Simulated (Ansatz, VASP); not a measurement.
Bi in VASP and in Ansatz

```
CELL_PARAMETERS angstrom
2.69686 0.00000 0.00000
0.00000 2.69686 0.00000
0.00000 0.00000 2.69686
ATOMIC_POSITIONS crystal
Bi 0.00000 0.00000 0.00000
```

Change from the starting cell: volume scaled by 0.6, crystal datasets.

Alike in both runs: task single point; functional LDA; k mesh 12 × 12 × 12; occupations fermi-dirac, width 0.05 eV; no spin polarisation.

```csv
,VASP,Ansatz
version,VASP 6.6.1,Ansatz 0.2.0
potentials or method,"VASP PAW LDA potentials, release 64 (Bi_d), cutoff 500 eV","all-electron PAW with datasets made for the crystal, scalar-relativistic"
```

|  | VASP | Ansatz | Ansatz less VASP |
| --- | --- | --- | --- |
| pressure (GPa) | 95.6 | 94.8 | -0.86 |

LDA's correlation is that of Perdew and Zunger in VASP and of Perdew and Wang (1992) in Ansatz. Both programs put the cell under a high pressure, so it lies far from rest at this level. Ansatz ran all-electron here, and VASP with PAW potentials.

Spin-orbit coupling is off throughout. Noted on VASP's run: the cell as given lies far from equilibrium.
